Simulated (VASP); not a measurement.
# CuO (Tenorite) (C2/c) in VASP: a series of runs

Aim: see how the results for CuO (Tenorite) move with the level of theory and the settings. Levels: BLYP, SVWN5, PBEsol+U. Tasks: single point.

Everything below comes from runs of VASP 6.6.1. Logs are shortened: lines on timing, memory, paths and dates and some standing lists are left out, and cuts for length are marked.

## (1) The cell of the first run

The structure is monoclinic, space group C2/c (No. 15). The conventional cell has a = 4.715 Å, b = 3.445 Å, c = 5.163 Å, α = 90.00°, β = 99.54°, γ = 90.00°. Within 2.6 Å of Cu (site symmetry -1) lie 4 O at 1.96 to 1.97 Å. Within 2.6 Å of O (site symmetry 2) lie 4 Cu at 1.96 to 1.97 Å.

## (2) Single point, BLYP

INCAR

```
PREC = Accurate
ENCUT = 520
EDIFF = 1E-6
ISMEAR = -1
SIGMA = 0.05
LREAL = False
LASPH = True
NELM = 80
ALGO = Normal
ISIF = 2
LWAVE = False
LCHARG = False
GGA = B5
ALDAX = 1.0
AGGAX = 1.0
AGGAC = 1.0
ALDAC = 0.0
NBANDS = 25
```

KPOINTS

```
regular mesh
0
Gamma
  10 10 5
```

POSCAR

```
CuO
1.0
    2.3573593924     -1.7226334429      0.0000000000
    2.3573593924      1.7226334429      0.0000000000
   -0.8556569116      0.0000000000      5.0913661947
Cu O
2 2
Direct
    0.5000000000      0.0000000000      0.5000000000
    0.0000000000      0.5000000000      0.0000000000
    0.4184000000      0.5816000000      0.7500000000
    0.5816000000      0.4184000000      0.2500000000
```

Potentials or basis: VASP PAW PBE potentials, release 64 (Cu, O).

Started as:

```bash
$ cat potpaw_PBE.64/Cu/POTCAR potpaw_PBE.64/O/POTCAR > POTCAR
$ mpirun -np 1 vasp_std > vasp.out
```

OUTCAR:

```text
PREC = Accurate
   ENCUT = 520
   EDIFF = 1E-6
   ISMEAR = -1
   LREAL = False
   LASPH = True
   NELM = 80
   ISIF = 2
   GGA = B5

 ion  position               nearest neighbor table
   1  0.500  0.000  0.500-   3 1.96   4 1.96   4 1.97   3 1.97
   2  0.000  0.500  0.000-   4 1.96   3 1.96   4 1.97   3 1.97
   3  0.418  0.582  0.750-   2 1.96   1 1.96   2 1.97   1 1.97
   4  0.582  0.418  0.250-   1 1.96   2 1.96   2 1.97   1 1.97

  LATTYP: Found a base centered monoclinic cell.
 ALAT       =     4.7147187848
 B/A-ratio  =     0.7307470590
 C/A-ratio  =     1.0950317057
 COS(beta)  =    -0.1657361228

  Lattice vectors:

 A1 = (   2.3573593924,  -1.7226334429,   0.0000000000)
 A2 = (   2.3573593924,   1.7226334429,   0.0000000000)
 A3 = (  -0.8556569116,   0.0000000000,   5.0913661947)

Analysis of symmetry for initial positions (statically):
=====================================================================
 Subroutine PRICEL returns:
 Original cell was already a primitive cell.

 Routine SETGRP: Setting up the symmetry group for a
 base centered monoclinic supercell.

 Subroutine GETGRP returns: Found  4 space group operations
 (whereof  2 operations were pure point group operations)
 out of a pool of  4 trial point group operations.

The static configuration has the point symmetry S_2 .
 The point group associated with its full space group is C_2h.

Analysis of symmetry for dynamics (positions and initial velocities):
=====================================================================
 Subroutine PRICEL returns:
 Original cell was already a primitive cell.

 Routine SETGRP: Setting up the symmetry group for a
 base centered monoclinic supercell.

 Subroutine GETGRP returns: Found  4 space group operations
 (whereof  2 operations were pure point group operations)
 out of a pool of  4 trial point group operations.

The dynamic configuration has the point symmetry S_2 .
 The point group associated with its full space group is C_2h.

 Subroutine INISYM returns: Found  4 space group operations
 (whereof  2 operations are pure point group operations),
 and found     1 'primitive' translations

----------------------------------------------------------------------------------------

                                     Primitive cell

  volume of cell :      41.3507

  direct lattice vectors                    reciprocal lattice vectors
     2.357359392 -1.722633443  0.000000000     0.212101728 -0.290253276  0.035645896
     2.357359392  1.722633443  0.000000000     0.212101728  0.290253276  0.035645896
    -0.855656912  0.000000000  5.091366195     0.000000000  0.000000000  0.196410936

  length of vectors
     2.919693354  2.919693354  5.162766553     0.361254394  0.361254394  0.196410936

  position of ions in fractional coordinates (direct lattice)
     0.500000000  1.000000000  0.500000000
     1.000000000  0.500000000  0.000000000
     0.418400000  0.581600000  0.750000000
     0.581600000  0.418400000  0.250000000

  ion indices of the primitive-cell ions
   primitive index   ion index
                 1           1
                 2           2
                 3           3
                 4           4

----------------------------------------------------------------------------------------

 KPOINTS: regular mesh

Automatic generation of k-mesh.
 Grid dimensions read from file:
 generate k-points for:   10   10    5

 Generating k-lattice:

  Cartesian coordinates                     Fractional coordinates (reciprocal lattice)
     0.021210173 -0.029025328  0.003564590     0.100000000  0.000000000 -0.000000000
     0.021210173  0.029025328  0.003564590     0.000000000  0.100000000 -0.000000000
     0.000000000  0.000000000  0.039282187     0.000000000  0.000000000  0.200000000

  Length of vectors
     0.036125439  0.036125439  0.039282187

  Shift w.r.t. Gamma in fractional coordinates (k-lattice)
     0.000000000  0.000000000  0.000000000

 Subroutine IBZKPT returns following result:
 ===========================================

 Found    141 irreducible k-points:

 Following reciprocal coordinates:
            Coordinates               Weight
  0.000000  0.000000  0.000000      1.000000
  0.100000 -0.000000  0.000000      4.000000
  0.200000 -0.000000  0.000000      4.000000
  0.300000  0.000000 -0.000000      4.000000
  0.400000 -0.000000  0.000000      4.000000
  0.500000  0.000000 -0.000000      2.000000
[... 16 lines left out ...]
  0.300000  0.300000  0.000000      2.000000
  0.400000  0.300000  0.000000      4.000000
 [... further k-points ...]
   k-points           NKPTS =    141   k-points in BZ     NKDIM =    141   number of bands    NBANDS=     25
   number of dos      NEDOS =    301   number of ions     NIONS =      4
   total plane-waves  NPLWV =  23040
   dimension x,y,z NGX =    24 NGY =   24 NGZ =   40
   dimension x,y,z NGXF=    48 NGYF=   48 NGZF=   80
   ions per type =               2   2
   NGX,Y,Z   is equivalent  to a cutoff of  13.67, 13.67, 12.88 a.u.
   NGXF,Y,Z  is equivalent  to a cutoff of  27.33, 27.33, 25.76 a.u.
 SYSTEM =  unknown system
   PREC   = accura    normal or accurate (medium, high low for compatibility)
   ISTART =      0    job   : 0-new  1-cont  2-samecut
   ICHARG =      2    charge: 1-file 2-atom 10-const
   ISPIN  =      1    spin polarized calculation?
   LNONCOLLINEAR =      F non collinear calculations
   LSORBIT =      F    spin-orbit coupling
   LASPH  =      T    aspherical Exc in radial PAW
   ENCUT  =  520.0 eV  38.22 Ry    6.18 a.u.   5.43  5.43  9.60*2*pi/ulx,y,z
   NELM   =     80;   NELMIN=  2; NELMDL= -5     # of ELM steps
   EDIFF  = 0.1E-05   stopping-criterion for ELM
   LREAL  =      F    real-space projection
   EDIFFG = 0.1E-04   stopping-criterion for IOM
   NSW    =      0    number of steps for IOM
   IBRION =     -1    ionic relax: 0-MD 1-quasi-New 2-CG
   NFREE  =      0    steps in history (QN), initial steepest desc. (CG)
   ISIF   =      2    stress and relaxation
   ISYM   =      2    0-nonsym 1-usesym 2-fastsym
   POTIM  = 0.5000    time-step for ionic-motion
   TEBEG  =    0.0;   TEEND  =   0.0 temperature during run
   PSTRESS=    0.0 pullay stress
   NELECT =      34.0000    total number of electrons
   NUPDOWN=      -1.0000    fix difference up-down
   EMIN   =  10.00;   EMAX   =-10.00  energy-range for DOS
   EFERMI =   0.00;   METHOD = LEGACY
   ISMEAR =    -1;   SIGMA  =   0.05  broadening in eV -4-tet -1-fermi 0-gaus
   EFERMI_NEDOS =   21; number of points for ismear=-14 and -15
   IALGO  =     38    algorithm
   IMIX   =      4    mixing-type and parameters
     AMIX     =   0.40;   BMIX     =  1.00
     AMIX_MAG =   1.60;   BMIX_MAG =  1.00
  volume/ion in A,a.u.               =      10.34        69.76
  Fermi-wavevector in a.u.,A,eV,Ry     =   1.533699  2.898271 32.004068  2.352233
  Thomas-Fermi vector in A             =   2.640730
   LORBIT       =      0    0 simple, 1 ext, 2 COOP (PROOUT), +10 PAW based schemes
   GGA     = B5    functional components
   LHFCALC =     F    Hartree Fock is set to
   AEXX    =    0.0000 exact exchange contribution
   IVDW    =     0    specifies the selected vdW correction
   LEPSILON=     F    determine dielectric tensor
   LRPA    =     F    only Hartree local field effects (RPA)
 non-spin polarized calculation
  energy-cutoff  :      520.00
  volume of cell :       41.35
 maximum number of plane-waves:      1137
 NGX is ok and might be reduce to    24
   NGX = 11   NGY = 11   NGZ = 19

 number of electron      34.0000009 magnetization

 Free energy of the ion-electron system (eV)
  ---------------------------------------------------
  ext. energy  EPLUGINS =         0.00000000
  ---------------------------------------------------
  free energy    TOTEN  =       -17.98047988 eV

  energy without entropy =      -17.96098689  energy(sigma->0) =      -17.97073338

 E-fermi :   5.7790     XC(G=0): -11.2723

 val. band max:        5.7765028124   @ k =   0.5000   0.1000   0.2000
 cond. band min:       5.7811933643   @ k =   0.5000   0.2000   0.4000
 fundamental gap:      0.0046905519
 Fermi energy:         5.7789613650

 k-point     1 :       0.0000    0.0000    0.0000
  band No.  band energies     occupation
      1     -13.8439      2.00000
      2     -12.5819      2.00000
      3      -2.0811      2.00000
      4       0.3749      2.00000
      5       0.7584      2.00000
      6       2.5387      2.00000
[... 17 lines left out ...]
     24      22.3980      0.00000
     25      22.7021      0.00000

 k-point     2 :       0.1000   -0.0000    0.0000
  band No.  band energies     occupation
      1     -13.7797      2.00000
      2     -12.5615      2.00000
      3      -1.9741      2.00000
      4       0.3619      2.00000
      5       0.7351      2.00000
      6       1.8391      2.00000
[... 17 lines left out ...]
     24      21.7162      0.00000
     25      22.7507      0.00000

 k-point     3 :       0.2000   -0.0000    0.0000
  band No.  band energies     occupation
      1     -13.6053      2.00000
      2     -12.5075      2.00000
      3      -1.6878      2.00000
      4       0.3140      2.00000
      5       0.6318      2.00000
      6       0.8520      2.00000
[... 17 lines left out ...]
     24      20.9334      0.00000
     25      22.2807      0.00000

 k-point     4 :       0.3000    0.0000   -0.0000
  band No.  band energies     occupation
      1     -13.3763      2.00000
      2     -12.4398      2.00000
      3      -1.3266      2.00000
      4      -0.2350      2.00000
      5       0.2579      2.00000
      6       0.7386      2.00000
[... 17 lines left out ...]
     24      19.8207      0.00000
     25      21.8997      0.00000

 k-point     5 :       0.4000   -0.0000    0.0000
  band No.  band energies     occupation
      1     -13.1778      2.00000
      2     -12.3847      2.00000
      3      -1.0532      2.00000
      4      -0.9030      2.00000
      5       0.2469      2.00000
      6       0.7550      2.00000
[... 17 lines left out ...]
     24      18.8839      0.00000
     25      21.5759      0.00000

 k-point     6 :       0.5000    0.0000   -0.0000
  band No.  band energies     occupation
      1     -13.0983      2.00000
      2     -12.3639      2.00000
      3      -1.1798      2.00000
      4      -0.9169      2.00000
      5       0.2594      2.00000
      6       0.7656      2.00000
[... 17 lines left out ...]
     24      18.4925      0.00000
     25      21.4413      0.00000
[... 393 lines left out ...]
 k-point    21 :      -0.3000    0.2000    0.0000
  band No.  band energies     occupation
      1     -13.1173      2.00000
      2     -12.3620      2.00000
      3      -0.9073      2.00000
      4      -0.3417      2.00000
      5       0.1948      2.00000
      6       0.5466      2.00000
[... 17 lines left out ...]
     24      19.0627      0.00000
     25      19.5498      0.00000

 k-point    22 :      -0.2000    0.2000    0.0000
  band No.  band energies     occupation
      1     -13.3237      2.00000
      2     -12.4154      2.00000
      3      -1.2318      2.00000
      4       0.2144      2.00000
      5       0.2271      2.00000
      6       0.5545      2.00000
[... 17 lines left out ...]
     24      19.7243      0.00000
     25      19.7483      0.00000

 k-point    23 :       0.3000    0.3000    0.0000
  band No.  band energies     occupation
      1     -13.0891      2.00000
      2     -12.3916      2.00000
      3      -0.7687      2.00000
      4      -0.3291      2.00000
      5       0.6158      2.00000
      6       0.6528      2.00000
[... 17 lines left out ...]
     24      20.3781      0.00000
     25      20.8365      0.00000

 k-point    24 :       0.4000    0.3000    0.0000
  band No.  band energies     occupation
      1     -12.9117      2.00000
      2     -12.3469      2.00000
      3      -0.8016      2.00000
      4      -0.4831      2.00000
      5       0.4235      2.00000
      6       0.5870      2.00000
[... 17 lines left out ...]
     24      19.1856      0.00000
     25      20.3667      0.00000

 [... further k-points ...]

------------------------ aborting loop because EDIFF is reached ----------------------------------------

  FORCE on cell =-STRESS in cart. coord.  units (eV):
  Direction    XX          YY          ZZ          XY          YZ          ZX
  --------------------------------------------------------------------------------------
  -------------------------------------------------------------------------------------
  Total        2.3474127      2.7489739      2.2268306      0.0000000      0.0000000     -0.2324984
  in kB       90.9530009    106.5119171     86.2809203      0.0000000      0.0000000     -9.0083985
  external PRESSURE =      94.5819461 kB  Pullay stress =       0.0000000 kB

 VOLUME and BASIS-vectors are now :
 -----------------------------------------------------------------------------
  energy-cutoff  :      520.00
  volume of cell :       41.35
      direct lattice vectors                 reciprocal lattice vectors
     2.357359392 -1.722633443  0.000000000     0.212101728 -0.290253276  0.035645896
     2.357359392  1.722633443  0.000000000     0.212101728  0.290253276  0.035645896
    -0.855656912  0.000000000  5.091366195     0.000000000  0.000000000  0.196410936

 POSITION                                       TOTAL-FORCE (eV/Angst)
 -----------------------------------------------------------------------------------
      0.75085     -0.86132      2.54568        -0.000000      0.000000      0.000000
      1.17868      0.86132      0.00000        -0.000000      0.000000      0.000000
      1.71562      0.28113      3.81852        -0.000000     -0.238347      0.000000
      2.14345     -0.28113      1.27284         0.000000      0.238347      0.000000
 -----------------------------------------------------------------------------------
    total drift:                                0.000000      0.000000     -0.000000

  FREE ENERGIE OF THE ION-ELECTRON SYSTEM (eV)
  ---------------------------------------------------
  free  energy   TOTEN  =       -17.9804798791 eV

  energy  without entropy=      -17.9609868895  energy(sigma->0) =      -17.97073338
```

Wall time 97 s (1 thread of Intel Xeon Platinum 8375C at 2.90GHz (Ice Lake), shared host); peak memory 0.25 GiB.

What came out:

```yaml
Free_energy: -17.9805 eV
Pressure: 9.5 GPa
Largest_force: 0.238 eV/Å
Band_gap_on_the_k_mesh: zero (band 17 reaches 6.04 eV, above the bottom of band 18 at 5.45 eV)
```

Forces on the atoms (eV/Å):
```
Cu   0.000  0.000  0.000
Cu   0.000  0.000  0.000
O    0.000 -0.238  0.000
O    0.000  0.238  0.000
```

Levels at points of the mesh, in eV from the Fermi level:
| k point | band 14 | band 15 | band 16 | band 17 | band 18 | band 19 | band 20 | band 21 |
| --- | --- | --- | --- | --- | --- | --- | --- | --- |
| (0.00, 0.00, 0.00) | -2.23 | -2.17 | -1.70 | 0.20 | 0.91 | 1.82 | 6.33 | 8.08 |
| (0.50, 0.00, 0.00) | -1.61 | -1.50 | -1.43 | 0.01 | 0.25 | 5.02 | 6.41 | 6.94 |
| (0.50, 0.50, 0.00) | -2.12 | -1.67 | -1.25 | -0.69 | 1.04 | 3.64 | 7.08 | 8.57 |

Caveat: the PAW data sets were made with another functional, which shifts forces and pressure a little; semilocal functionals often make such compounds metallic where correlation or magnetic order opens a gap, which also shifts bond lengths.

[end of part 1 of 3]
